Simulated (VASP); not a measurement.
Crystal: Cl.

```
Cl
1.0
     3.08080   -2.20407    0.00000
     3.08080    2.20407    0.00000
     0.00000    0.00000    8.04240
Cl
4
Direct
  0.37000 0.63000 0.40000
  0.13000 0.87000 0.90000
  0.63000 0.37000 0.60000
  0.87000 0.13000 0.10000
```

Base run:

* Program: VASP 6.6.1
* Functional: PBEsol
* Potentials or basis: VASP PAW PBE potentials, release 64 (Cl)
* Cutoff: 520 eV
* k mesh: 7 × 7 × 4
* Occupations: fermi-dirac, width 0.05 eV
* Spin: no spin polarisation

Its results: band gap on the k mesh 2.71 eV (least direct gap 2.77 eV); pressure 0.6 GPa; largest force 0.472 eV/Å.

Q: The run is repeated on the same cell with these changes: functional from PBEsol to r2SCAN; further incar settings from ALGO = Normal; EDIFF = 1e-07; NBANDS = 22 to ALGO = Normal; EDIFF = 1e-06; NBANDS = 22. What comes out?

A: Band gap on the k mesh 3.14 eV (least direct gap 3.20 eV); pressure 0.8 GPa; largest force 0.376 eV/Å.

Caveats: the PAW data sets were made with another functional, which shifts forces and pressure a little; an odd mesh through Γ misses points on the zone boundary, where band edges can lie; this functional lacks dispersion, which holds the molecules together, so the pressure and a relaxed volume are unreliable (at least some runs).
